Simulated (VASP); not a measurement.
# BN (F-43m) in VASP: further runs, part 2 of 2

VASP 6.6.1. The steps go on from the part before.

## Step 3: Single point, PBE+D3(BJ)

This run uses another cell than the first one, of 5.91 Å³/atom.

Contents of INCAR:

```
SYSTEM = BN
ALGO = Normal
EDIFF = 1E-6
ENCUT = 600
GGA = PE
GGA_COMPAT = .False.
ISIF = 2
ISMEAR = 0
IVDW = 12
LASPH = .True.
LCHARG = .False.
LREAL = .False.
LWAVE = .False.
NBANDS = 11
NELM = 120
PREC = Accurate
SIGMA = 0.05
```

Contents of KPOINTS:

```
k-points
0
Gamma
  12 12 12
  0 0 0
```

Contents of POSCAR:

```
BN
1.0
    0.0000000000      1.8074995743      1.8074995743
    1.8074995743      0.0000000000      1.8074995743
    1.8074995743      1.8074995743      0.0000000000
B N
1 1
Direct
    0.0000000000      0.0000000000      0.0000000000
    0.7500000000      0.7500000000      0.7500000000
```

Potentials or basis: VASP PAW PBE potentials, release 64 (B, N).

Launch:

```sh
$ cat potpaw_PBE.64/B/POTCAR potpaw_PBE.64/N/POTCAR > POTCAR
$ mpirun -np 1 vasp_std > vasp.out
```

OUTCAR:

```text
SYSTEM = BN
   EDIFF = 1E-6
   ENCUT = 600
   GGA = PE
   ISIF = 2
   ISMEAR = 0
   IVDW = 12
   LASPH = .True.
   LREAL = .False.
   NELM = 120
   PREC = Accurate
 IVDW          = 12

 ion  position               nearest neighbor table
   1  0.000  0.000  0.000-   2 1.57   2 1.57   2 1.57   2 1.57
   2  0.750  0.750  0.750-   1 1.57   1 1.57   1 1.57   1 1.57

  LATTYP: Found a face centered cubic cell.
 ALAT       =     3.6149991486

  Lattice vectors:

 A1 = (   0.0000000000,   1.8074995743,   1.8074995743)
 A2 = (   1.8074995743,   0.0000000000,   1.8074995743)
 A3 = (   1.8074995743,   1.8074995743,   0.0000000000)

Analysis of symmetry for initial positions (statically):
=====================================================================
 Subroutine PRICEL returns:
 Original cell was already a primitive cell.

 Routine SETGRP: Setting up the symmetry group for a
 face centered cubic supercell.

 Subroutine GETGRP returns: Found 24 space group operations
 (whereof 24 operations were pure point group operations)
 out of a pool of 48 trial point group operations.

The static configuration has the point symmetry T_d .

Analysis of symmetry for dynamics (positions and initial velocities):
=====================================================================
 Subroutine PRICEL returns:
 Original cell was already a primitive cell.

 Routine SETGRP: Setting up the symmetry group for a
 face centered cubic supercell.

 Subroutine GETGRP returns: Found 24 space group operations
 (whereof 24 operations were pure point group operations)
 out of a pool of 48 trial point group operations.

The dynamic configuration has the point symmetry T_d .

 Subroutine INISYM returns: Found 24 space group operations
 (whereof 24 operations are pure point group operations),
 and found     1 'primitive' translations

----------------------------------------------------------------------------------------

[... 118 lines left out ...]
   LHFCALC =     F    Hartree Fock is set to
   AEXX    =    0.0000 exact exchange contribution
   IVDW    =    12    specifies the selected vdW correction
   LEPSILON=     F    determine dielectric tensor
   LRPA    =     F    only Hartree local field effects (RPA)
 non-spin polarized calculation
 Gauss-broadening in eV      SIGMA  =   0.05
  energy-cutoff  :      600.00
  volume of cell :       11.81
 maximum number of plane-waves:       411
   NGX = 11   NGY = 11   NGZ = 11

 number of electron       7.9999999 magnetization

 Free energy of the ion-electron system (eV)
  ---------------------------------------------------
  ext. energy  EPLUGINS =         0.00000000
  ---------------------------------------------------
  free energy    TOTEN  =       -17.45341764 eV

  energy without entropy =      -17.45341764  energy(sigma->0) =      -17.45341764

 E-fermi :   7.6917     XC(G=0): -12.8222

 val. band max:        7.4024907812   @ k =   0.0000   0.0000   0.0000
 cond. band min:      11.8620120587   @ k =   0.5000   0.5000   0.0000
 fundamental gap:      4.4595212775
 Fermi energy:         7.6917038979

 k-point     1 :       0.0000    0.0000    0.0000
  band No.  band energies     occupation
      1     -12.8283      2.00000
      2       7.4025      2.00000
      3       7.4025      2.00000
      4       7.4025      2.00000
      5      16.2223      0.00000
      6      16.2223      0.00000
      7      16.2223      0.00000
      8      17.7526      0.00000
      9      32.1550      0.00000
     10      35.1689      0.00000
     11      35.1689      0.00000
[... 309 lines left out ...]
 k-point    24 :      -0.4167    0.1667    0.0000
  band No.  band energies     occupation
      1      -8.2482      2.00000
      2      -2.5949      2.00000
      3       3.2796      2.00000
      4       4.8355      2.00000
      5      16.7162      0.00000
      6      19.6091      0.00000
      7      19.6457      0.00000
      8      23.0927      0.00000
      9      28.4564      0.00000
     10      32.7530      0.00000
     11      34.0824      0.00000

 [... further k-points ...]

------------------------ aborting loop because EDIFF is reached ----------------------------------------

 Edisp (eV)   -0.41837

 E8    (eV) :    -0.1237

  FORCE on cell =-STRESS in cart. coord.  units (eV):
  Direction    XX          YY          ZZ          XY          YZ          ZX
  --------------------------------------------------------------------------------------
  -------------------------------------------------------------------------------------
  Total      -0.19594    -0.19594    -0.19594     0.00000     0.00000    -0.00000
  in kB     -26.58098   -26.58098   -26.58098     0.00000     0.00000    -0.00000
  external pressure =      -26.58 kB  Pullay stress =        0.00 kB

 VOLUME and BASIS-vectors are now :
 -----------------------------------------------------------------------------
  energy-cutoff  :      600.00
  volume of cell :       11.81
      direct lattice vectors                 reciprocal lattice vectors
     0.000000000  1.807499574  1.807499574    -0.276625238  0.276625238  0.276625238
     1.807499574  0.000000000  1.807499574     0.276625238 -0.276625238  0.276625238
     1.807499574  1.807499574  0.000000000     0.276625238  0.276625238 -0.276625238

 POSITION                                       TOTAL-FORCE (eV/Angst)
 -----------------------------------------------------------------------------------
      0.00000      0.00000      0.00000        -0.000000     -0.000000      0.000000
      2.71125      2.71125      2.71125         0.000000      0.000000     -0.000000
 -----------------------------------------------------------------------------------
    total drift:                               -0.000000     -0.000000     -0.000000

  FREE ENERGIE OF THE ION-ELECTRON SYSTEM (eV)
  ---------------------------------------------------
  free  energy   TOTEN  =       -17.8717846573 eV

  energy  without entropy=      -17.8717846573  energy(sigma->0) =      -17.87178466
```

OSZICAR:

```text
N       E                     dE             d eps       ncg     rms          rms(c)
DAV:   1     0.142756541122E+02    0.14276E+02   -0.53456E+03  1600   0.811E+02
DAV:   2    -0.178007038229E+02   -0.32076E+02   -0.31224E+02  1887   0.184E+02
DAV:   3    -0.184183561766E+02   -0.61765E+00   -0.61646E+00  1872   0.221E+01
DAV:   4    -0.184191631242E+02   -0.80695E-03   -0.80692E-03  1736   0.869E-01
DAV:   5    -0.184191638570E+02   -0.73281E-06   -0.73282E-06  1830   0.268E-02    0.668E+00
DAV:   6    -0.175392226405E+02    0.87994E+00   -0.29418E+00  1761   0.104E+01    0.324E+00
DAV:   7    -0.174674261245E+02    0.71797E-01   -0.10295E-01  1788   0.268E+00    0.191E+00
DAV:   8    -0.174531402721E+02    0.14286E-01   -0.35929E-02  1766   0.139E+00    0.193E-01
DAV:   9    -0.174533242373E+02   -0.18397E-03   -0.94265E-04  1671   0.264E-01    0.836E-02
DAV:  10    -0.174534124215E+02   -0.88184E-04   -0.12417E-04  1724   0.101E-01    0.153E-02
DAV:  11    -0.174534175724E+02   -0.51509E-05   -0.87185E-06  1803   0.248E-02    0.104E-02
DAV:  12    -0.174534176446E+02   -0.72144E-07   -0.14469E-06  1011   0.893E-03
   1 F= -.17871785E+02 E0= -.17871785E+02  d E =-.144356E-18
```

stdout:

```text
POSCAR found type information on POSCAR B N
 POSCAR found :  2 types and       2 ions
 scaLAPACK will be used
 LDA part: xc-table for (Slater+PW92), standard interpolation
 POSCAR, INCAR and KPOINTS ok, starting setup
 FFT: planning ... GRIDC
 FFT: planning ... GRID_SOFT
 FFT: planning ... GRID
 WAVECAR not read
 entering main loop
```

It took 16 s on 1 thread of Intel Xeon 8259CL, shared host; peak memory 0.14 GiB.

Results:

```
Free energy                : -17.8718 eV
Pressure                   : -2.7 GPa
Band gap on the k mesh     : 4.46 eV (least direct gap 8.82 eV)
Dispersion energy per atom : -0.209 eV
```

Levels at points of the mesh, in eV from the valence-band top:
| k point | band 1 | band 2 | band 3 | band 4 | band 5 | band 6 | band 7 | band 8 |
| --- | --- | --- | --- | --- | --- | --- | --- | --- |
| (0.00, 0.00, 0.00) | -20.23 | 0.00 | 0.00 | 0.00 | 8.82 | 8.82 | 8.82 | 10.35 |
| (0.50, 0.00, 0.00) | -16.01 | -10.69 | -1.94 | -1.94 | 10.15 | 10.71 | 10.71 | 15.26 |
| (0.50, 0.50, 0.00) | -14.65 | -8.92 | -4.90 | -4.90 | 4.46 | 9.23 | 17.92 | 17.92 |

## Step 4: Single point, PBE+D3(BJ) (5.80 Å³/atom)

This run uses another cell than the first one, of 5.80 Å³/atom.

Contents of INCAR:

```
SYSTEM = BN
  PREC = Accurate
  ENCUT = 600
  EDIFF = 1E-6
  ISMEAR = 0
  SIGMA = 0.05
  LREAL = .False.
  LASPH = .True.
  NELM = 120
  ALGO = Normal
  ISIF = 2
  LWAVE = .False.
  LCHARG = .False.
  GGA = PE
  IVDW = 12
  NBANDS = 11
  GGA_COMPAT = .False.
```

Contents of KPOINTS:

```
Automatic mesh
0
Gamma
  12 12 12
  0 0 0
```

Contents of POSCAR:

```
BN
1.0
    0.0000000000      1.7967760503      1.7967760503
    1.7967760503      0.0000000000      1.7967760503
    1.7967760503      1.7967760503      0.0000000000
B N
1 1
Direct
    0.0000000000      0.0000000000      0.0000000000
    0.7500000000      0.7500000000      0.7500000000
```

Launch:

```sh
$ cat potpaw_PBE.64/B/POTCAR potpaw_PBE.64/N/POTCAR > POTCAR
$ mpirun -np 1 vasp_std > vasp.out
```

Wall time 11 s (1 thread of Intel Xeon 8259CL, shared host); peak memory 0.14 GiB.

Results (log left out):

```yaml
Free_energy: -17.8702 eV
Pressure: 4.2 GPa
Band_gap_on_the_k_mesh: 4.48 eV (least direct gap 8.90 eV)
Dispersion_energy_per_atom: -0.213 eV
```

Levels at points of the mesh, in eV from the valence-band top:
```
           k point  band 1  band 2  band 3  band 4  band 5  band 6  band 7  band 8
(0.00, 0.00, 0.00)  -20.44    0.00    0.00    0.00    8.90    8.90    8.90   10.64
(0.50, 0.00, 0.00)  -16.13  -10.86   -1.97   -1.97   10.38   10.80   10.80   15.44
(0.50, 0.50, 0.00)  -14.74   -9.03   -4.99   -4.99    4.48    9.33   18.19   18.19
```

Caveat: the cell stands under pressure. As with any semilocal functional, this PBE gap is likely too small.

## Step 5: Overview

```tsv
level	cell	gap on the mesh (eV)	pressure (GPa)
PBEsol	a = 2.515 Å, angles 60.0°, 2 atoms	4.33	17.5
PBE+D3(BJ)	a = 2.556 Å, angles 60.0°, 2 atoms	4.46	-2.7
PBE+D3(BJ)	a = 2.541 Å, angles 60.0°, 2 atoms	4.48	4.2
```

Alike in all rows: task single point; potentials or basis VASP PAW PBE potentials, release 64 (B, N); no spin polarisation; k mesh 12 × 12 × 12; cutoff (eV) 600; smearing gaussian 0.05 eV.

Caveats: the cell stands under pressure (at least some runs); the PAW data sets were made with another functional, which shifts forces and pressure a little (at least some runs).

Absolute energies hang on the potentials; compare differences alone.
